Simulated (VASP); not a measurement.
A run of VASP 6.6.1 is set up as follows.

The input INCAR:

```
PREC = Accurate ; ENCUT = 520
EDIFF = 1E-6 ; ISMEAR = -1
SIGMA = 0.05 ; LREAL = F
LASPH = T ; NELM = 100
ALGO = Normal ; ISIF = 2
LWAVE = F ; LCHARG = F
GGA = PE ; NBANDS = 20
```

Contents of KPOINTS:

```
regular mesh
0
Gamma
  13 13 13
```

Contents of POSCAR:

```
MoS2
1.0
    1.6166824051      0.9516038085      6.1358029001
   -1.5463183085      0.9357888049      6.1199878965
    0.0214858534     -1.7955426634      6.1141992034
Mo S
1 2
Direct
    0.0000000000      0.0000000000      0.0000000000
    0.7484000000      0.7484000000      0.7484000000
    0.5849000000      0.5849000000      0.5849000000
```

Potentials or basis: VASP PAW PBE potentials, release 64 (Mo_sv, S).

The run is started by

```console
$ cat potpaw_PBE.64/Mo_sv/POTCAR potpaw_PBE.64/S/POTCAR > POTCAR
$ mpirun -np 1 vasp_std > vasp.out
```

(1) Estimate the pressure.

(2) Predict the band gap on the k mesh.

(3) Estimate the largest force.

Answers

(1) 9.2 GPa.

(2) 0.75 eV (least direct gap 1.79 eV).

(3) 1.309 eV/Å.

Caveat: the cell differs from its parent crystal (equal xy, yz and zx shear strains of +1 %); the stress differs along the axes, from 7 to 14 GPa; semilocal functionals underestimate gaps, and a narrow one can read as zero; forces of over 1 eV/Å act on the atoms, so gaps and moduli don't describe the material at rest.
